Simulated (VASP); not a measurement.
Wanted: the native input for a VASP 6.6.1 run.

| Property | Result |
| --- | --- |
| Task | single point |
| Functional | PBE |
| Potentials or basis | VASP PAW PBE potentials, release 64 (Zn, S) |
| Cutoff | 520 eV |
| k mesh | 12 × 12 × 2 |
| Occupations | gaussian, width 0.02 eV |
| Spin | no spin polarisation |
| Dipole correction | no |
| Further INCAR settings | LREAL = Auto; ALGO = Normal; EDIFF = 1e-06; NBANDS = 86 |

The structure of ZnS lies in POSCAR:

```
ZnS
1.0
    3.8476887871      0.0000000000      0.0000000000
   -1.9238443935      3.3321962354      0.0000000000
    0.0000000000      0.0000000000     25.1591577803
Zn S
8 8
Direct
    0.0000000000      0.0000000000      0.0000277079
    0.0000000000      0.0000000000      0.5000277079
    0.3333333333      0.6666666667      0.1249477571
    0.6666666667      0.3333333333      0.6249477571
    0.3333333333      0.6666666667      0.3751316846
    0.6666666667      0.3333333333      0.8751316846
    0.3333333333      0.6666666667      0.7500394810
    0.6666666667      0.3333333333      0.2500394810
    0.0000000000      0.0000000000      0.0937294558
    0.0000000000      0.0000000000      0.5937294558
    0.3333333333      0.6666666667      0.2186382885
    0.6666666667      0.3333333333      0.7186382885
    0.3333333333      0.6666666667      0.4688022166
    0.6666666667      0.3333333333      0.9688022166
    0.3333333333      0.6666666667      0.8438834086
    0.6666666667      0.3333333333      0.3438834086
```

These files were run (other wordings do the same):

INCAR

```
PREC     = Accurate       # precision mode
ENCUT    = 520            # plane-wave cutoff, eV
EDIFF    = 1E-6           # SCF threshold, eV
ISMEAR   = 0              # smearing method
SIGMA    = 0.02           # smearing width, eV
LREAL    = Auto         
LASPH    = T              # aspherical terms in the spheres
NELM     = 80             # most SCF steps
ALGO     = Normal         # electronic algorithm
ISIF     = 2              # what is computed and relaxed
LWAVE    = F              # write WAVECAR
LCHARG   = F              # write CHGCAR
GGA      = PE             # functional
NBANDS   = 86             # bands
```

KPOINTS

```
regular mesh
0
Gamma
  12 12 2
```

Potentials or basis: VASP PAW PBE potentials, release 64 (Zn, S).

The run is started by

```bash
$ cat potpaw_PBE.64/Zn/POTCAR potpaw_PBE.64/S/POTCAR > POTCAR
$ mpirun -np 1 vasp_std > vasp.out
```

It gave:

```yaml
Pressure: 0.4 GPa
Band_gap_on_the_k_mesh: 2.04 eV, direct
```

Wall time 19 min on 1 thread of Intel(R) Xeon(R) 6975P-C (Granite Rapids), on a shared host, peak memory 0.83 GiB.
